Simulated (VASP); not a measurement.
# WC (P-6m2) in VASP: further runs, part 2 of 3

VASP 6.6.1. Earlier steps stand in the parts before.

### Step 3. Electric field gradients, PBEsol (volume scaled by 1.04)

Contents of INCAR:

```
PREC = Accurate
ENCUT = 520
EDIFF = 1E-8
ISMEAR = -1
SIGMA = 0.05
LREAL = F
LASPH = T
NELM = 60
ALGO = Normal
ISIF = 2
LWAVE = F
LCHARG = F
GGA = PS
LEFG = T
NBANDS = 16
```

Contents of KPOINTS:

```
Automatic mesh
0
Gamma
  14 14 13
```

Contents of POSCAR:

```
WC
1.0
    2.9386703057      0.0000000000      0.0000000000
   -1.4693351528      2.5449631381      0.0000000000
    0.0000000000      0.0000000000      2.8662279534
W C
1 1
Direct
    0.0000000000      0.0000000000      0.0000000000
    0.6666666667      0.3333333333      0.5000000000
```

Potentials or basis: VASP PAW PBE potentials, release 64 (W_sv, C).

On the command line:

```
cat potpaw_PBE.64/W_sv/POTCAR potpaw_PBE.64/C/POTCAR > POTCAR
mpirun -np 1 vasp_std > vasp.out
```

OUTCAR:

```text
PREC = Accurate
   ENCUT = 520
   EDIFF = 1E-8
   ISMEAR = -1
   LREAL = F
   LASPH = T
   NELM = 60
   ISIF = 2
   GGA = PS

 ion  position               nearest neighbor table
   1  0.000  0.000  0.000-   2 2.22   2 2.22   2 2.22   2 2.22   2 2.22   2 2.22
   2  0.667  0.333  0.500-   1 2.22   1 2.22   1 2.22   1 2.22   1 2.22   1 2.22

  LATTYP: Found a hexagonal cell.
 ALAT       =     2.9386703057
 C/A-ratio  =     0.9753485949

  Lattice vectors:

 A1 = (   2.9386703057,   0.0000000000,   0.0000000000)
 A2 = (  -1.4693351528,   2.5449631381,   0.0000000000)
 A3 = (   0.0000000000,   0.0000000000,   2.8662279534)

Analysis of symmetry for initial positions (statically):
=====================================================================
 Subroutine PRICEL returns:
 Original cell was already a primitive cell.

 Routine SETGRP: Setting up the symmetry group for a
[... 645 lines left out ...]
  energy-cutoff  :      520.00
  volume of cell :       21.44
      direct lattice vectors                 reciprocal lattice vectors
     2.938670306  0.000000000  0.000000000     0.340289960  0.196466500  0.000000000
    -1.469335153  2.544963138  0.000000000     0.000000000  0.392933000  0.000000000
     0.000000000  0.000000000  2.866227953     0.000000000  0.000000000  0.348890603

 POSITION                                       TOTAL-FORCE (eV/Angst)
 -----------------------------------------------------------------------------------
      0.00000      0.00000      0.00000         0.000000     -0.000000      0.000000
      1.46934      0.84832      1.43311        -0.000000      0.000000      0.000000
 -----------------------------------------------------------------------------------
    total drift:                               -0.000000      0.000000      0.000000

  FREE ENERGIE OF THE ION-ELECTRON SYSTEM (eV)
  ---------------------------------------------------
  free  energy   TOTEN  =       -23.8648790251 eV

  energy  without entropy=      -23.8624831081  energy(sigma->0) =      -23.86368107

 Electric field gradients (V/A^2)
---------------------------------------------------------------------
 ion       V_xx      V_yy      V_zz      V_xy      V_xz      V_yz
---------------------------------------------------------------------
   1      64.018    64.018  -128.036     0.000    -0.000     0.000
   2       0.180     0.181    -0.361     0.000     0.000    -0.000
---------------------------------------------------------------------

 Electric field gradients after diagonalization (V/A^2)
 (convention: |V_zz| > |V_xx| > |V_yy|)
----------------------------------------------------------------------
 ion       V_xx      V_yy      V_zz     asymmetry (V_yy - V_xx)/ V_zz
----------------------------------------------------------------------
   1      64.018    64.017  -128.036       0.000
   2       0.181     0.180    -0.361       0.002
----------------------------------------------------------------------

           NMR quadrupolar parameters

 Cq : quadrupolar parameter    Cq=e*Q*V_zz/h
 eta: asymmetry parameters     (V_yy - V_xx)/ V_zz
 Q  : nuclear electric quadrupole moment in mb (millibarn)
----------------------------------------------------------------------
 ion       Cq(MHz)       eta       Q (mb)
----------------------------------------------------------------------
   1      -0.310       0.000       1.000
   2      -0.001       0.002       1.000
----------------------------------------------------------------------
```

OSZICAR:

```text
N       E                     dE             d eps       ncg     rms          rms(c)
DAV:   1     0.109661316720E+03    0.10966E+03   -0.94169E+03  5392   0.125E+03
DAV:   2    -0.234902070489E+02   -0.13315E+03   -0.12859E+03  6408   0.337E+02
DAV:   3    -0.267696097173E+02   -0.32794E+01   -0.32676E+01  5936   0.501E+01
DAV:   4    -0.267869270032E+02   -0.17317E-01   -0.17316E-01  7080   0.413E+00
DAV:   5    -0.267870591353E+02   -0.13213E-03   -0.13213E-03  5920   0.340E-01    0.310E+01
DAV:   6    -0.239806480987E+02    0.28064E+01   -0.54741E+00  6600   0.250E+01    0.814E+00
DAV:   7    -0.239003936889E+02    0.80254E-01   -0.41669E-01  5752   0.492E+00    0.586E+00
DAV:   8    -0.238660327695E+02    0.34361E-01   -0.78860E-02  6096   0.228E+00    0.874E-01
DAV:   9    -0.238650763352E+02    0.95643E-03   -0.29520E-03  5952   0.440E-01    0.127E-01
DAV:  10    -0.238648788778E+02    0.19746E-03   -0.30437E-04  6808   0.206E-01    0.463E-02
DAV:  11    -0.238648797839E+02   -0.90617E-06   -0.12009E-05  5880   0.328E-02    0.835E-03
DAV:  12    -0.238648790760E+02    0.70792E-06   -0.21817E-06  5944   0.121E-02    0.868E-04
DAV:  13    -0.238648790432E+02    0.32814E-07   -0.92618E-08  6472   0.251E-03    0.302E-04
DAV:  14    -0.238648790257E+02    0.17499E-07   -0.12391E-09  3648   0.345E-04    0.317E-05
DAV:  15    -0.238648790251E+02    0.59572E-09   -0.11719E-10  2960   0.117E-04
   1 F= -.23864879E+02 E0= -.23863681E+02  d E =-.239592E-02
```

Wall time 60 s (1 thread of Intel Xeon Platinum 8259CL at 2.50GHz (Skylake/Cascade Lake), shared host); peak memory 0.18 GiB.

What came out:

| Property | Result |
| --- | --- |
| Free energy | -23.8649 eV |
| Pressure | -14.3 GPa |
| Band gap on the k mesh | zero (band 9 reaches 11.21 eV, above the bottom of band 10 at 9.93 eV) |

Stress tensor (GPa, compression positive):
```
-13.73   0.00   0.00
  0.00 -13.73   0.00
  0.00   0.00 -15.55
```

Levels at points of the mesh, in eV from the Fermi level:
| k point | band 5 | band 6 | band 7 | band 8 | band 9 | band 10 | band 11 | band 12 | band 13 | band 14 |
| --- | --- | --- | --- | --- | --- | --- | --- | --- | --- | --- |
| (0.00, 0.00, 0.00) | -14.16 | -4.13 | -3.19 | -3.19 | 0.13 | 3.09 | 3.09 | 5.49 | 5.49 | 6.20 |
| (0.50, 0.00, 0.00) | -10.89 | -6.87 | -3.45 | -3.42 | -0.41 | 2.25 | 4.35 | 4.70 | 6.69 | 9.43 |

Electric field gradients, principal values (V/Å²):
| atom | least | middle | greatest (by size) |
| --- | --- | --- | --- |
| 1 W | 64.017 | 64.018 | -128.036 |
| 2 C | 0.180 | 0.181 | -0.361 |

Caveat: without QUAD_EFG the Cq values of the log hold for a quadrupole moment of 1 mb, not for the nuclei; the PAW data sets were made with another functional, which shifts forces and pressure a little; spin-orbit coupling is left out, which moves the levels of the heavy elements.

### Step 4. Electric field gradients, PBEsol (volume scaled by 1.06)

Contents of INCAR:

```
SYSTEM = WC
PREC     = Accurate       ! precision mode
ENCUT    = 520            ! plane-wave cutoff, eV
EDIFF    = 1E-8           ! SCF threshold, eV
ISMEAR   = -1             ! smearing method
SIGMA    = 0.05           ! smearing width, eV
LREAL    = .FALSE.        ! projectors in reciprocal space
LASPH    = .TRUE.         ! aspherical terms in the spheres
NELM     = 80             ! most SCF steps
ALGO     = Normal         ! electronic algorithm
ISIF     = 2              ! what is computed and relaxed
LWAVE    = .FALSE.        ! write WAVECAR
LCHARG   = .FALSE.        ! write CHGCAR
GGA      = PS             ! functional
LEFG     = .TRUE.       
NBANDS   = 16             ! bands
```

Contents of KPOINTS:

```
regular mesh
0
G
  14 14 13
  0 0 0
```

Contents of POSCAR:

```
WC
1.0
    2.9573884556      0.0000000000      0.0000000000
   -1.4786942278      2.5611735314      0.0000000000
    0.0000000000      0.0000000000      2.8844846746
W C
1 1
Direct
    0.0000000000      0.0000000000      0.0000000000
    0.6666666667      0.3333333333      0.5000000000
```

Potentials or basis: VASP PAW PBE potentials, release 64 (W_sv, C).

On the command line:

```
cat potpaw_PBE.64/W_sv/POTCAR potpaw_PBE.64/C/POTCAR > POTCAR
mpirun -np 1 vasp_std > vasp.out
```

OUTCAR:

```text
SYSTEM = WC
   PREC = Accurate
   ENCUT = 520
   EDIFF = 1E-8
   ISMEAR = -1
   LREAL = .FALSE.
   LASPH = .TRUE.
   NELM = 80
   ISIF = 2
   GGA = PS

 ion  position               nearest neighbor table
   1  0.000  0.000  0.000-   2 2.24   2 2.24   2 2.24   2 2.24   2 2.24   2 2.24
   2  0.667  0.333  0.500-   1 2.24   1 2.24   1 2.24   1 2.24   1 2.24   1 2.24

  LATTYP: Found a hexagonal cell.
 ALAT       =     2.9573884556
 C/A-ratio  =     0.9753485949

  Lattice vectors:

 A1 = (   2.9573884556,   0.0000000000,   0.0000000000)
 A2 = (  -1.4786942278,   2.5611735314,   0.0000000000)
 A3 = (   0.0000000000,   0.0000000000,   2.8844846746)

Analysis of symmetry for initial positions (statically):
=====================================================================
 Subroutine PRICEL returns:
 Original cell was already a primitive cell.

 Routine SETGRP: Setting up the symmetry group for a
 hexagonal supercell.

 Subroutine GETGRP returns: Found 12 space group operations
 (whereof 12 operations were pure point group operations)
 out of a pool of 24 trial point group operations.

The static configuration has the point symmetry D_3h.

Analysis of symmetry for dynamics (positions and initial velocities):
=====================================================================
 Subroutine PRICEL returns:
 Original cell was already a primitive cell.

 Routine SETGRP: Setting up the symmetry group for a
 hexagonal supercell.

 Subroutine GETGRP returns: Found 12 space group operations
 (whereof 12 operations were pure point group operations)
 out of a pool of 24 trial point group operations.

The dynamic configuration has the point symmetry D_3h.

 Subroutine INISYM returns: Found 12 space group operations
 (whereof 12 operations are pure point group operations),
 and found     1 'primitive' translations

----------------------------------------------------------------------------------------

                                     Primitive cell

  volume of cell :      21.8482

  direct lattice vectors                    reciprocal lattice vectors
     2.957388456  0.000000000  0.000000000     0.338136168  0.195223008  0.000000000
    -1.478694228  2.561173531  0.000000000     0.000000000  0.390446015  0.000000000
     0.000000000  0.000000000  2.884484675     0.000000000  0.000000000  0.346682376

  length of vectors
     2.957388456  2.957388456  2.884484675     0.390446015  0.390446015  0.346682376

  position of ions in fractional coordinates (direct lattice)
     0.000000000  0.000000000  0.000000000
     0.666666667  0.333333333  0.500000000

  ion indices of the primitive-cell ions
   primitive index   ion index
                 1           1
                 2           2

----------------------------------------------------------------------------------------

 KPOINTS: regular mesh

Automatic generation of k-mesh.
 Grid dimensions read from file:
 generate k-points for:   14   14   13

[... 70 lines left out ...]
   ISYM   =      2    0-nonsym 1-usesym 2-fastsym
   POTIM  = 0.5000    time-step for ionic-motion
   TEBEG  =    0.0;   TEEND  =   0.0 temperature during run
   PSTRESS=    0.0 pullay stress
   NELECT =      18.0000    total number of electrons
   NUPDOWN=      -1.0000    fix difference up-down
   EMIN   =  10.00;   EMAX   =-10.00  energy-range for DOS
   EFERMI =   0.00;   METHOD = LEGACY
   ISMEAR =    -1;   SIGMA  =   0.05  broadening in eV -4-tet -1-fermi 0-gaus
   EFERMI_NEDOS =   21; number of points for ismear=-14 and -15
   IALGO  =     38    algorithm
   IMIX   =      4    mixing-type and parameters
     AMIX     =   0.40;   BMIX     =  1.00
     AMIX_MAG =   1.60;   BMIX_MAG =  1.00
  volume/ion in A,a.u.               =      10.92        73.72
  Fermi-wavevector in a.u.,A,eV,Ry     =   1.534713  2.900187 32.046394  2.355344
  Thomas-Fermi vector in A             =   2.641602
   LORBIT       =      0    0 simple, 1 ext, 2 COOP (PROOUT), +10 PAW based schemes
   GGA     = PS    functional components
   LHFCALC =     F    Hartree Fock is set to
   AEXX    =    0.0000 exact exchange contribution
   IVDW    =     0    specifies the selected vdW correction
   LEPSILON=     F    determine dielectric tensor
   LRPA    =     F    only Hartree local field effects (RPA)
 non-spin polarized calculation
  energy-cutoff  :      520.00
  volume of cell :       21.85
 maximum number of plane-waves:       617
 NGX is ok and might be reduce to    24
   NGX = 11   NGY = 11   NGZ = 11

 number of electron      18.0000000 magnetization

 Free energy of the ion-electron system (eV)
  ---------------------------------------------------
  ext. energy  EPLUGINS =         0.00000000
  ---------------------------------------------------
  free energy    TOTEN  =       -23.81989154 eV

  energy without entropy =      -23.81755613  energy(sigma->0) =      -23.81872383

 E-fermi :  10.1920     XC(G=0): -13.6455

 val. band max:       10.1829986430   @ k =   0.0714   0.0714   0.3846
 cond. band min:      10.1962535693   @ k =   0.5000  -0.0000   0.3846
 fundamental gap:      0.0132549263
 Fermi energy:        10.1920334315

 k-point     1 :       0.0000    0.0000    0.0000
  band No.  band energies     occupation
      1     -63.8389      2.00000
      2     -27.8228      2.00000
      3     -27.7362      2.00000
      4     -27.7362      2.00000
      5      -3.8237      2.00000
      6       6.1663      2.00000
[... 433 lines left out ...]
      3     -28.1527      2.00000
      4     -27.7207      2.00000
      5       0.0241      2.00000
      6       3.8616      2.00000
[... 8 lines left out ...]
     15      24.5411      0.00000
     16      25.7117      0.00000

 [... further k-points ...]

------------------------ aborting loop because EDIFF is reached ----------------------------------------

  FORCE on cell =-STRESS in cart. coord.  units (eV):
  Direction    XX          YY          ZZ          XY          YZ          ZX
  --------------------------------------------------------------------------------------
  -------------------------------------------------------------------------------------
  Total       -2.6905874     -2.6905874     -3.0841397     -0.0000000      0.0000000      0.0000000
  in kB     -197.3068081   -197.3068081   -226.1668801     -0.0000000      0.0000000      0.0000000
  external PRESSURE =    -206.9268321 kB  Pullay stress =       0.0000000 kB

 VOLUME and BASIS-vectors are now :
 -----------------------------------------------------------------------------
  energy-cutoff  :      520.00
  volume of cell :       21.85
      direct lattice vectors                 reciprocal lattice vectors
     2.957388456  0.000000000  0.000000000     0.338136168  0.195223008  0.000000000
    -1.478694228  2.561173531  0.000000000     0.000000000  0.390446015  0.000000000
     0.000000000  0.000000000  2.884484675     0.000000000  0.000000000  0.346682376

 POSITION                                       TOTAL-FORCE (eV/Angst)
 -----------------------------------------------------------------------------------
      0.00000      0.00000      0.00000         0.000000      0.000000      0.000000
      1.47869      0.85372      1.44224        -0.000000      0.000000      0.000000
 -----------------------------------------------------------------------------------
    total drift:                               -0.000000      0.000000      0.000000

  FREE ENERGIE OF THE ION-ELECTRON SYSTEM (eV)
  ---------------------------------------------------
  free  energy   TOTEN  =       -23.8198915371 eV

  energy  without entropy=      -23.8175561326  energy(sigma->0) =      -23.81872383

 Electric field gradients (V/A^2)
---------------------------------------------------------------------
 ion       V_xx      V_yy      V_zz      V_xy      V_xz      V_yz
---------------------------------------------------------------------
   1      60.936    60.936  -121.872     0.000    -0.000    -0.000
   2       0.206     0.207    -0.413     0.000     0.000    -0.000
---------------------------------------------------------------------

 Electric field gradients after diagonalization (V/A^2)
 (convention: |V_zz| > |V_xx| > |V_yy|)
----------------------------------------------------------------------
 ion       V_xx      V_yy      V_zz     asymmetry (V_yy - V_xx)/ V_zz
----------------------------------------------------------------------
   1      60.936    60.935  -121.872       0.000
   2       0.207     0.206    -0.413       0.002
----------------------------------------------------------------------

           NMR quadrupolar parameters

 Cq : quadrupolar parameter    Cq=e*Q*V_zz/h
 eta: asymmetry parameters     (V_yy - V_xx)/ V_zz
 Q  : nuclear electric quadrupole moment in mb (millibarn)
----------------------------------------------------------------------
 ion       Cq(MHz)       eta       Q (mb)
----------------------------------------------------------------------
   1      -0.295       0.000       1.000
   2      -0.001       0.002       1.000
----------------------------------------------------------------------
```

It took 67 s on 1 thread of Intel Xeon Platinum 8259CL at 2.50GHz (Skylake/Cascade Lake), shared host; peak memory 0.18 GiB.

Results:

```yaml
Free_energy: -23.8199 eV
Pressure: -20.7 GPa
Band_gap_on_the_k_mesh: zero (band 9 reaches 10.94 eV, above the bottom of band 10 at 9.69 eV)
```

Electric field gradients, principal values (V/Å²):
```csv
atom,least,middle,greatest (by size)
1 W,60.935,60.936,-121.872
2 C,0.206,0.207,-0.413
```

Caveat: without QUAD_EFG the Cq values of the log hold for a quadrupole moment of 1 mb, not for the nuclei; the PAW data sets were made with another functional, which shifts forces and pressure a little; spin-orbit coupling is left out, which moves the levels of the heavy elements.

(Continued in part 3 of 3.)
